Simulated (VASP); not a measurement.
# LiF (P6_3/mmc) in VASP: further runs

LiF is run at these levels: r2SCAN; tasks: single point.

Everything below comes from runs of VASP 6.6.1. Logs are shortened: lines on timing, memory, paths and dates and some standing lists are left out, and cuts for length are marked.

## Step 1: The cell of the first run

Symmetry: P6_3/mmc, No. 194, hexagonal system. Conventional cell: a = 2.748 Å, b = 2.748 Å, c = 4.734 Å, α = 90.00°, β = 90.00°, γ = 120.00°. Within 2.6 Å of Li (site symmetry -3m) lie 6 F at 1.98 Å and 2 Li at 2.37 Å. Within 2.6 Å of F (site symmetry -6m2) lie 6 Li at 1.98 Å.

## Step 2: Single point, r2SCAN (volume changed by -3%)

POSCAR

```
LiF
1.0
    2.7476681985      0.0000000000      0.0000000000
   -1.3738340993      2.3795504611      0.0000000000
    0.0000000000      0.0000000000      4.7343805058
Li F
2 2
Direct
    0.0000000000      0.0000000000      0.0000000000
    0.0000000000      0.0000000000      0.5000000000
    0.3333333333      0.6666666667      0.2500000000
    0.6666666667      0.3333333333      0.7500000000
```

INCAR.step1

```
ALGO = Normal
EDIFF = 1E-4
ENCUT = 520
GGA = PE
ISMEAR = 0
LASPH = T
LCHARG = F
LREAL = F
LWAVE = T
NBANDS = 18
NELM = 100
PREC = Accurate
SIGMA = 0.01
```

INCAR.step2

```
ALGO = Normal
EDIFF = 1E-6
ENCUT = 520
ISIF = 2
ISMEAR = 0
ISTART = 1
LASPH = T
LCHARG = T
LELF = T
LMIXTAU = T
LREAL = F
LVHAR = T
LWAVE = F
METAGGA = R2SCAN
NBANDS = 18
NELM = 100
PREC = Accurate
SIGMA = 0.01
```

KPOINTS

```
k-points
0
Gamma
  9 9 4
```

Potentials or basis: VASP PAW PBE potentials, release 64 (Li_sv, F).

Started as:

```
$ cat potpaw_PBE.64/Li_sv/POTCAR potpaw_PBE.64/F/POTCAR > POTCAR
$ cp INCAR.step1 INCAR
$ mpirun -np 1 vasp_std > vasp.out
$ cp INCAR.step2 INCAR
$ mpirun -np 1 vasp_std > vasp.out
```

OUTCAR:

```text
EDIFF = 1E-6
   ENCUT = 520
   ISIF = 2
   ISMEAR = 0
   ISTART = 1
   LASPH = T
   LREAL = F
   METAGGA = R2SCAN
   NELM = 100
   PREC = Accurate

 ion  position               nearest neighbor table
   1  0.000  0.000  0.000-   3 1.98   4 1.98   4 1.98   3 1.98   4 1.98   3 1.98   2 2.37   2 2.37

   2  0.000  0.000  0.500-   3 1.98   4 1.98   4 1.98   3 1.98   4 1.98   3 1.98   1 2.37   1 2.37

   3  0.333  0.667  0.250-   1 1.98   2 1.98   1 1.98   2 1.98   1 1.98   2 1.98
   4  0.667  0.333  0.750-   1 1.98   2 1.98   1 1.98   2 1.98   1 1.98   2 1.98

  LATTYP: Found a hexagonal cell.
 ALAT       =     2.7476681985
 C/A-ratio  =     1.7230539366

  Lattice vectors:

 A1 = (   2.7476681985,   0.0000000000,   0.0000000000)
 A2 = (  -1.3738340993,   2.3795504611,   0.0000000000)
 A3 = (   0.0000000000,   0.0000000000,   4.7343805058)

Analysis of symmetry for initial positions (statically):
=====================================================================
 Subroutine PRICEL returns:
 Original cell was already a primitive cell.

 Routine SETGRP: Setting up the symmetry group for a
 hexagonal supercell.

 Subroutine GETGRP returns: Found 24 space group operations
 (whereof 12 operations were pure point group operations)
 out of a pool of 24 trial point group operations.

The static configuration has the point symmetry D_3d.
 The point group associated with its full space group is D_6h.

Analysis of symmetry for dynamics (positions and initial velocities):
=====================================================================
 Subroutine PRICEL returns:
 Original cell was already a primitive cell.

 Routine SETGRP: Setting up the symmetry group for a
 hexagonal supercell.

 Subroutine GETGRP returns: Found 24 space group operations
 (whereof 12 operations were pure point group operations)
 out of a pool of 24 trial point group operations.

The dynamic configuration has the point symmetry D_3d.
 The point group associated with its full space group is D_6h.

 Subroutine INISYM returns: Found 24 space group operations
 (whereof 12 operations are pure point group operations),
 and found     1 'primitive' translations

----------------------------------------------------------------------------------------

                                     Primitive cell

  volume of cell :      30.9544

  direct lattice vectors                    reciprocal lattice vectors
     2.747668198  0.000000000  0.000000000     0.363944963  0.210123722  0.000000000
    -1.373834099  2.379550461  0.000000000     0.000000000  0.420247444  0.000000000
     0.000000000  0.000000000  4.734380506     0.000000000  0.000000000  0.211220876

  length of vectors
     2.747668198  2.747668199  4.734380506     0.420247444  0.420247444  0.211220876

  position of ions in fractional coordinates (direct lattice)
     0.000000000  0.000000000  0.000000000
     0.000000000  0.000000000  0.500000000
     0.333333333  0.666666667  0.250000000
     0.666666667  0.333333333  0.750000000

  ion indices of the primitive-cell ions
   primitive index   ion index
                 1           1
                 2           2
                 3           3
                 4           4

----------------------------------------------------------------------------------------

 KPOINTS: k-points

Automatic generation of k-mesh.
 Grid dimensions read from file:
 generate k-points for:    9    9    4

 Generating k-lattice:

  Cartesian coordinates                     Fractional coordinates (reciprocal lattice)
     0.040438329  0.023347080  0.000000000     0.111111111  0.000000000  0.000000000
     0.000000000  0.046694160  0.000000000     0.000000000  0.111111111  0.000000000
     0.000000000  0.000000000  0.052805219     0.000000000  0.000000000  0.250000000

  Length of vectors
     0.046694160  0.046694160  0.052805219

  Shift w.r.t. Gamma in fractional coordinates (k-lattice)
     0.000000000  0.000000000  0.000000000

 Subroutine IBZKPT returns following result:
 ===========================================

 Found     36 irreducible k-points:

 Following reciprocal coordinates:
            Coordinates               Weight
  0.000000  0.000000  0.000000      1.000000
  0.111111  0.000000  0.000000      6.000000
  0.222222  0.000000  0.000000      6.000000
  0.333333  0.000000  0.000000      6.000000
  0.444444  0.000000  0.000000      6.000000
  0.111111  0.111111  0.000000      6.000000
[... 16 lines left out ...]
  0.333333  0.222222  0.250000     24.000000
  0.333333  0.333333  0.250000      4.000000
 [... further k-points ...]
   k-points           NKPTS =     36   k-points in BZ     NKDIM =     36   number of bands    NBANDS=     18
   number of dos      NEDOS =    301   number of ions     NIONS =      4
   total plane-waves  NPLWV =  14400
   dimension x,y,z NGX =    20 NGY =   20 NGZ =   36
   dimension x,y,z NGXF=    40 NGYF=   40 NGZF=   72
   ions per type =               2   2
   NGX,Y,Z   is equivalent  to a cutoff of  12.10, 12.10, 12.64 a.u.
   NGXF,Y,Z  is equivalent  to a cutoff of  24.20, 24.20, 25.28 a.u.
 SYSTEM =  unknown system
   PREC   = accura    normal or accurate (medium, high low for compatibility)
   ISTART =      1    job   : 0-new  1-cont  2-samecut
   ICHARG =      0    charge: 1-file 2-atom 10-const
   ISPIN  =      1    spin polarized calculation?
   LNONCOLLINEAR =      F non collinear calculations
   LSORBIT =      F    spin-orbit coupling
   LASPH  =      T    aspherical Exc in radial PAW
   ENCUT  =  520.0 eV  38.22 Ry    6.18 a.u.   5.11  5.11  8.80*2*pi/ulx,y,z
   NELM   =    100;   NELMIN=  2; NELMDL=  0     # of ELM steps
   EDIFF  = 0.1E-05   stopping-criterion for ELM
   LREAL  =      F    real-space projection
   EDIFFG = 0.1E-04   stopping-criterion for IOM
   NSW    =      0    number of steps for IOM
   IBRION =     -1    ionic relax: 0-MD 1-quasi-New 2-CG
   NFREE  =      0    steps in history (QN), initial steepest desc. (CG)
   ISIF   =      2    stress and relaxation
   ISYM   =      2    0-nonsym 1-usesym 2-fastsym
   POTIM  = 0.5000    time-step for ionic-motion
   TEBEG  =    0.0;   TEEND  =   0.0 temperature during run
   PSTRESS=    0.0 pullay stress
   NELECT =      20.0000    total number of electrons
   NUPDOWN=      -1.0000    fix difference up-down
   EMIN   =  10.00;   EMAX   =-10.00  energy-range for DOS
   EFERMI =   0.00;   METHOD = LEGACY
   ISMEAR =     0;   SIGMA  =   0.01  broadening in eV -4-tet -1-fermi 0-gaus
   EFERMI_NEDOS =   21; number of points for ismear=-14 and -15
   IALGO  =     38    algorithm
   IMIX   =      4    mixing-type and parameters
     AMIX     =   0.40;   BMIX     =  1.00
     AMIX_MAG =   1.60;   BMIX_MAG =  1.00
  volume/ion in A,a.u.               =       7.74        52.22
  Fermi-wavevector in a.u.,A,eV,Ry     =   1.415285  2.674502 27.252917  2.003033
  Thomas-Fermi vector in A             =   2.536740
   LORBIT       =      0    0 simple, 1 ext, 2 COOP (PROOUT), +10 PAW based schemes
   METAGGA = R2SCAN    functional components
   LHFCALC =     F    Hartree Fock is set to
   AEXX    =    0.0000 exact exchange contribution
   IVDW    =     0    specifies the selected vdW correction
   LEPSILON=     F    determine dielectric tensor
   LRPA    =     F    only Hartree local field effects (RPA)
 non-spin polarized calculation
 Gauss-broadening in eV      SIGMA  =   0.01
  energy-cutoff  :      520.00
  volume of cell :       30.95
 maximum number of plane-waves:       845
   NGX = 11   NGY = 11   NGZ = 17

 number of electron      19.9999963 magnetization

 Free energy of the ion-electron system (eV)
  ---------------------------------------------------
  ext. energy  EPLUGINS =         0.00000000
  ---------------------------------------------------
  free energy    TOTEN  =       -23.61304875 eV

  energy without entropy =      -23.61304875  energy(sigma->0) =      -23.61304875

 E-fermi :  -1.1213     XC(G=0): -10.8311

 val. band max:       -1.1879836586   @ k =   0.0000   0.0000   0.0000
 cond. band min:       9.5139889973   @ k =   0.0000   0.0000   0.0000
 fundamental gap:     10.7019726559
 Fermi energy:        -1.1213178688

 k-point     1 :       0.0000    0.0000    0.0000
  band No.  band energies     occupation
      1     -43.4299      2.00000
      2     -43.3253      2.00000
      3     -22.5416      2.00000
      4     -22.1921      2.00000
      5      -3.9640      2.00000
      6      -1.5070      2.00000
[... 10 lines left out ...]
     17      24.6239      0.00000
     18      24.6244      0.00000

 k-point     2 :       0.1111    0.0000    0.0000
  band No.  band energies     occupation
      1     -43.4228      2.00000
      2     -43.3203      2.00000
      3     -22.4915      2.00000
      4     -22.1418      2.00000
      5      -3.9074      2.00000
      6      -1.8019      2.00000
[... 10 lines left out ...]
     17      22.9440      0.00000
     18      23.3742      0.00000

 k-point     3 :       0.2222    0.0000    0.0000
  band No.  band energies     occupation
      1     -43.4046      2.00000
      2     -43.3083      2.00000
      3     -22.3583      2.00000
      4     -22.0164      2.00000
      5      -3.7399      2.00000
      6      -2.6751      2.00000
[... 10 lines left out ...]
     17      21.2279      0.00000
     18      21.6605      0.00000

 k-point     4 :       0.3333    0.0000    0.0000
  band No.  band energies     occupation
      1     -43.3841      2.00000
      2     -43.2947      2.00000
      3     -22.1912      2.00000
      4     -21.8788      2.00000
      5      -3.4991      2.00000
      6      -3.4865      2.00000
[... 10 lines left out ...]
     17      20.4231      0.00000
     18      21.4625      0.00000

 k-point     5 :       0.4444    0.0000    0.0000
  band No.  band energies     occupation
      1     -43.3706      2.00000
      2     -43.2858      2.00000
      3     -22.0689      2.00000
      4     -21.7954      2.00000
      5      -3.9548      2.00000
      6      -3.6843      2.00000
[... 10 lines left out ...]
     17      19.7902      0.00000
     18      21.5857      0.00000

 k-point     6 :       0.1111    0.1111    0.0000
  band No.  band energies     occupation
      1     -43.4102      2.00000
      2     -43.3118      2.00000
      3     -22.3992      2.00000
      4     -22.0544      2.00000
      5      -3.7937      2.00000
      6      -2.3933      2.00000
[... 10 lines left out ...]
     17      22.2148      0.00000
     18      22.5302      0.00000

 k-point     7 :       0.2222    0.1111    0.0000
  band No.  band energies     occupation
      1     -43.3908      2.00000
      2     -43.2991      2.00000
      3     -22.2449      2.00000
      4     -21.9262      2.00000
      5      -3.5708      2.00000
      6      -3.1695      2.00000
[... 10 lines left out ...]
     17      21.5442      0.00000
     18      22.0360      0.00000

 k-point     8 :       0.3333    0.1111    0.0000
  band No.  band energies     occupation
      1     -43.3737      2.00000
      2     -43.2879      2.00000
      3     -22.0898      2.00000
      4     -21.8237      2.00000
      5      -3.7309      2.00000
      6      -3.4048      2.00000
[... 10 lines left out ...]
     17      20.8678      0.00000
     18      21.8450      0.00000
[... 229 lines left out ...]
     17      21.5355      0.00000
     18      22.4183      0.00000

 k-point    20 :       0.3333    0.1111    0.2500
  band No.  band energies     occupation
      1     -43.3612      2.00000
      2     -43.3005      2.00000
      3     -22.0512      2.00000
      4     -21.8631      2.00000
      5      -3.9131      2.00000
      6      -3.6567      2.00000
[... 10 lines left out ...]
     17      21.1024      0.00000
     18      21.9938      0.00000

 k-point    21 :       0.4444    0.1111    0.2500
  band No.  band energies     occupation
      1     -43.3548      2.00000
      2     -43.2957      2.00000
      3     -21.9866      2.00000
      4     -21.8227      2.00000
      5      -4.0195      2.00000
      6      -3.9916      2.00000
[... 10 lines left out ...]
     17      20.8931      0.00000
     18      21.8905      0.00000

 k-point    22 :       0.2222    0.2222    0.2500
  band No.  band energies     occupation
      1     -43.3625      2.00000
      2     -43.3014      2.00000
      3     -22.0563      2.00000
      4     -21.8780      2.00000
      5      -3.7841      2.00000
      6      -3.3738      2.00000
[... 10 lines left out ...]
     17      21.7930      0.00000
     18      23.3058      0.00000

 k-point    23 :       0.3333    0.2222    0.2500
  band No.  band energies     occupation
      1     -43.3526      2.00000
      2     -43.2941      2.00000
      3     -21.9423      2.00000
      4     -21.8311      2.00000
      5      -3.8666      2.00000
      6      -3.6985      2.00000
[... 10 lines left out ...]
     17      21.8213      0.00000
     18      23.2680      0.00000

 k-point    24 :       0.3333    0.3333    0.2500
  band No.  band energies     occupation
      1     -43.3493      2.00000
      2     -43.2915      2.00000
      3     -21.8586      2.00000
      4     -21.8586      2.00000
      5      -3.6637      2.00000
      6      -3.6637      2.00000
[... 10 lines left out ...]
     17      22.0717      0.00000
     18      25.0029      0.00000

 [... further k-points ...]
[... 5 lines left out ...]
  --------------------------------------------------------------------------------------
  -------------------------------------------------------------------------------------
  Total        0.3568405      0.3568405      0.3567916     -0.0000000      0.0000000      0.0000000
  in kB       18.4698088     18.4698088     18.4672763     -0.0000000      0.0000000      0.0000000
  external PRESSURE =      18.4689646 kB  Pullay stress =       0.0000000 kB

 VOLUME and BASIS-vectors are now :
 -----------------------------------------------------------------------------
  energy-cutoff  :      520.00
  volume of cell :       30.95
      direct lattice vectors                 reciprocal lattice vectors
     2.747668198  0.000000000  0.000000000     0.363944963  0.210123722  0.000000000
    -1.373834099  2.379550461  0.000000000     0.000000000  0.420247444  0.000000000
     0.000000000  0.000000000  4.734380506     0.000000000  0.000000000  0.211220876

 POSITION                                       TOTAL-FORCE (eV/Angst)
 -----------------------------------------------------------------------------------
      0.00000      0.00000      0.00000         0.000000      0.000000      0.000000
      0.00000      0.00000      2.36719         0.000000      0.000000      0.000000
     -0.00000      1.58637      1.18360        -0.000000      0.000000      0.000000
      1.37383      0.79318      3.55079         0.000000     -0.000000     -0.000000
 -----------------------------------------------------------------------------------
    total drift:                                0.000000     -0.000000      0.000000

  FREE ENERGIE OF THE ION-ELECTRON SYSTEM (eV)
  ---------------------------------------------------
  free  energy   TOTEN  =       -23.6130487517 eV

  energy  without entropy=      -23.6130487517  energy(sigma->0) =      -23.61304875
```

Run time: 32 s. Hardware: 1 thread of Intel Xeon 6975P-C (Granite Rapids), shared host; peak memory 0.14 GiB.

Results:

```
Free energy            : -23.6130 eV
Band gap on the k mesh : 10.70 eV, direct
```

Caveat: the cell differs from its parent crystal (volume changed by -3%); the cutoff is under 1.25 times the usual one of these potentials, so pressure, stress and relaxed cells hold a basis-set (Pulay) error; the PAW data sets were made with another functional, which shifts forces and pressure a little.

## Step 3: Single point, r2SCAN

This run uses another cell than the first one, of 7.98 Å³/atom, 1.031 times its volume.

POSCAR

```
LiF
1.0
    2.7757075657      0.0000000000      0.0000000000
   -1.3878537829      2.4038332654      0.0000000000
    0.0000000000      0.0000000000      4.7826938478
Li F
2 2
Direct
    0.0000000000      0.0000000000      0.0000000000
    0.0000000000      0.0000000000      0.5000000000
    0.3333333333      0.6666666667      0.2500000000
    0.6666666667      0.3333333333      0.7500000000
```

INCAR.step1

```
ALGO = Normal ; EDIFF = 1E-4
ENCUT = 520 ; GGA = PE
ISMEAR = 0 ; LASPH = T
LCHARG = F ; LREAL = F
LWAVE = T ; NBANDS = 18
NELM = 100 ; PREC = Accurate
SIGMA = 0.01
```

INCAR.step2

```
ALGO = Normal ; EDIFF = 1E-6
ENCUT = 520 ; ISIF = 2
ISMEAR = 0 ; ISTART = 1
LASPH = T ; LCHARG = F
LMIXTAU = T ; LREAL = F
LWAVE = F ; METAGGA = R2SCAN
NBANDS = 18 ; NELM = 100
PREC = Accurate ; SIGMA = 0.01
```

KPOINTS is that of step 2.

Potentials or basis: VASP PAW PBE potentials, release 64 (Li_sv, F).

Started as:

```
$ cat potpaw_PBE.64/Li_sv/POTCAR potpaw_PBE.64/F/POTCAR > POTCAR
$ cp INCAR.step1 INCAR
$ mpirun -np 1 vasp_std > vasp.out
$ cp INCAR.step2 INCAR
$ mpirun -np 1 vasp_std > vasp.out
```

It took 32 s on 1 thread of Intel Xeon 6975P-C (Granite Rapids), shared host; peak memory 0.15 GiB.

Results (log left out):

```yaml
Free_energy: -23.6214 eV
Band_gap_on_the_k_mesh: 10.40 eV, direct
```

Levels at points of the mesh, in eV from the valence-band top:
| k point | band 7 | band 8 | band 9 | band 10 | band 11 | band 12 | band 13 | band 14 |
| --- | --- | --- | --- | --- | --- | --- | --- | --- |
| (0.00, 0.00, 0.00) | -0.19 | -0.19 | 0.00 | 0.00 | 10.40 | 11.95 | 17.94 | 21.75 |
| (0.00, 0.00, 0.50) | -0.09 | -0.09 | -0.09 | -0.09 | 11.66 | 11.66 | 18.60 | 18.60 |

Caveat: the cutoff is under 1.25 times the usual one of these potentials, so pressure, stress and relaxed cells hold a basis-set (Pulay) error; the PAW data sets were made with another functional, which shifts forces and pressure a little. A k mesh can miss the band edges.

## Step 4: Single point, r2SCAN (volume changed by +3%)

POSCAR

```
LiF
1.0
    2.8031916063      0.0000000000      0.0000000000
   -1.4015958032      2.4276351427      0.0000000000
    0.0000000000      0.0000000000      4.8300503321
Li F
2 2
Direct
    0.0000000000      0.0000000000      0.0000000000
    0.0000000000      0.0000000000      0.5000000000
    0.3333333333      0.6666666667      0.2500000000
    0.6666666667      0.3333333333      0.7500000000
```

INCAR.step1

```
PREC = Accurate
ENCUT = 520
ISMEAR = 0
SIGMA = 0.01
LREAL = False
LASPH = True
NELM = 100
NBANDS = 18
GGA = PE
ALGO = Normal
EDIFF = 1E-4
LWAVE = True
LCHARG = False
```

INCAR.step2

```
PREC = Accurate
ENCUT = 520
EDIFF = 1E-7
ISMEAR = 0
SIGMA = 0.01
LREAL = False
LASPH = True
NELM = 100
ALGO = Normal
ISIF = 2
LWAVE = False
LCHARG = False
METAGGA = R2SCAN
LMIXTAU = True
NBANDS = 18
ISTART = 1
```

KPOINTS

```
Automatic mesh
0
Gamma
  9 9 4
```

Started as:

```
$ cat potpaw_PBE.64/Li_sv/POTCAR potpaw_PBE.64/F/POTCAR > POTCAR
$ cp INCAR.step1 INCAR
$ mpirun -np 1 vasp_std > vasp.out
$ cp INCAR.step2 INCAR
$ mpirun -np 1 vasp_std > vasp.out
```

Run time: 29 s. Hardware: 1 thread of Intel Xeon 6975P-C (Granite Rapids), shared host; peak memory 0.16 GiB.

It converged, with:

```
Free energy            : -23.6138 eV
Band gap on the k mesh : 10.12 eV, direct
```

Levels at points of the mesh, in eV from the valence-band top:
```
           k point  band 8  band 9  band 10  band 11  band 12  band 13
(0.00, 0.00, 0.00)   -0.18    0.00     0.00    10.12    11.77    17.56
(0.00, 0.00, 0.50)   -0.09   -0.09    -0.09    11.40    11.40    18.32
```

Caveat: the cell differs from its parent crystal (volume changed by +3%); the cutoff is under 1.25 times the usual one of these potentials, so pressure, stress and relaxed cells hold a basis-set (Pulay) error; the PAW data sets were made with another functional, which shifts forces and pressure a little. A k mesh can miss the band edges.

[end of part 1 of 2]
